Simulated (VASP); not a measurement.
Here is a VASP 6.6.1 calculation.

The input INCAR:

```
SYSTEM = ZnO
ALGO = Normal ; EDIFF = 1E-6
ENCUT = 520 ; GGA = PE
ISIF = 2 ; ISMEAR = 0
LASPH = .TRUE. ; LCHARG = .FALSE.
LREAL = .FALSE. ; LWAVE = .FALSE.
NBANDS = 16 ; NELM = 60
PREC = Accurate ; SIGMA = 0.02
```

Contents of KPOINTS:

```
k-points
0
G
  12 12 12
  0 0 0
```

Contents of POSCAR:

```
ZnO
1.0
    0.0000000000      2.2347433169      2.2347433169
    2.2347433169      0.0000000000      2.2347433169
    2.2347433169      2.2347433169      0.0000000000
Zn O
1 1
Direct
    0.0000000000      0.0000000000      0.0000000000
    0.5000000000      0.5000000000      0.5000000000
```

Potentials or basis: VASP PAW PBE potentials, release 64 (Zn, O).

Launch:

```sh
$ cat potpaw_PBE.64/Zn/POTCAR potpaw_PBE.64/O/POTCAR > POTCAR
$ mpirun -np 1 vasp_std > vasp.out
```

Q: What does it give for the pressure?

A: -12.1 GPa.

Q: Predict the band gap on the k mesh.

A: 0.33 eV, indirect (least direct gap 1.26 eV).

 A k mesh can miss the band edges.
